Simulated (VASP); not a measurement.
Write the native input for VASP 6.6.1 that does the following.

```yaml
Task: single point
Functional: RPBE
Potentials_or_basis: VASP PAW PBE potentials, release 64 (Zn)
Cutoff: 520 eV
k_mesh: 13 × 13 × 13
Occupations: fermi-dirac, width 0.1 eV
Spin: no spin polarisation
Dipole_correction: no
Further_INCAR_settings: ALGO = Normal; EDIFF = 1e-06; NBANDS = 12
```

The structure of Zn lies in POSCAR:

```
Zn
1.0
    2.7785954300      0.0000000000      0.0000000000
    0.0000000000      2.7785954300      0.0000000000
    0.0000000000      0.0000000000      2.7785954300
Zn
1
Direct
    0.0000000000      0.0000000000      0.0000000000
```

This cell differs from its parent crystal: volume scaled by 1.12.

One way to write it, as run:

INCAR

```
SYSTEM = Zn
PREC = Accurate
ENCUT = 520
EDIFF = 1E-6
ISMEAR = -1
SIGMA = 0.1
LREAL = .False.
LASPH = .True.
NELM = 60
ALGO = Normal
ISIF = 2
LWAVE = .False.
LCHARG = .True.
GGA = RP
LELF = .True.
LVHAR = .True.
NBANDS = 12
```

KPOINTS

```
Automatic mesh
0
Gamma
  13 13 13
  0 0 0
```

Potentials or basis: VASP PAW PBE potentials, release 64 (Zn).

Launch:

```sh
$ cat potpaw_PBE.64/Zn/POTCAR > POTCAR
$ mpirun -np 1 vasp_std > vasp.out
```

It gave:

```json
{
 "Pressure": "-3.1 GPa",
 "Band gap on the k mesh": "zero (band 6 reaches 5.11 eV, above the bottom of band 7 at -0.57 eV)"
}
```

Caveat: the PAW data sets were made with another functional, which shifts forces and pressure a little.

It took 9.6 s on 1 thread of Intel(R) Xeon(R) Platinum 8375C CPU @ 2.90GHz (Ice Lake) (shared host), peak memory 0.14 GiB.
